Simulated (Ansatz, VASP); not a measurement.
## Two plane-wave programs on W

The input INCAR:

```
SYSTEM = W
PREC     = Accurate       ! precision mode
ENCUT    = 520            ! plane-wave cutoff, eV
EDIFF    = 1E-6           ! SCF threshold, eV
ISMEAR   = 0              ! smearing method
SIGMA    = 0.15           ! smearing width, eV
LREAL    = .False.        ! projectors in reciprocal space
LASPH    = .True.         ! aspherical terms in the spheres
NELM     = 100            ! most SCF steps
ALGO     = Fast           ! electronic algorithm
ISIF     = 2              ! what is computed and relaxed
LWAVE    = .False.        ! write WAVECAR
LCHARG   = .False.        ! write CHGCAR
NBANDS   = 13             ! bands
```

KPOINTS

```
regular mesh
0
Gamma
  20 20 20
  0 0 0
```

File POSCAR:

```
W
1.0
    0.0000000000      2.0909000000      1.9691000000
    2.0909000000      0.0000000000      1.9691000000
    2.0909000000      2.0909000000      0.0000000000
W
1
Direct
    0.0000000000      0.0000000000      0.0000000000
```

Input for Ansatz:

```yaml
crystal:
  lattice:
    - [0.0, 2.0909, 1.9691]
    - [2.0909, 0.0, 1.9691]
    - [2.0909, 2.0909, 0.0]
  atoms:
    - { symbol: W, position: [0.0, 0.0, 0.0] }
basis:
  ecutwfc: 420
kpoints:
  mp_grid: { grid: [20, 20, 20] }
hamiltonian:
  xc: lda
scf:
  occupations: { method: gaussian, width: 0.15 }
output:
  forces: true
  stress: true
  eigenvalues: true
```

Change from the starting cell: strain +0.030 along x and y, -0.030 along z, atoms carried along.

Alike in both runs: task single point; functional LDA; k mesh 20 × 20 × 20; occupations gaussian, width 0.15 eV; no spin polarisation.

```csv
,VASP,Ansatz
version,VASP 6.6.1,Ansatz 0.2.0
potentials or method,"VASP PAW LDA potentials, release 64 (W_sv), cutoff 520 eV","scalar-relativistic, plane waves, PAW"
valence electrons in the cell,14,14
```

```csv
,VASP,Ansatz,Ansatz less VASP
gap on the k mesh at the Fermi level (eV),none,none,-
pressure (GPa),-23.2,-24.4,-1.25
"traceless stress, the component that is largest in VASP (GPa)",-10.46,-10.43,+0.034
```

LDA's correlation is that of Perdew and Zunger in VASP and of Perdew and Wang (1992) in Ansatz. A gap of «none» marks a metal or a gap that the smearing closes.

Neither program's run includes spin-orbit coupling.
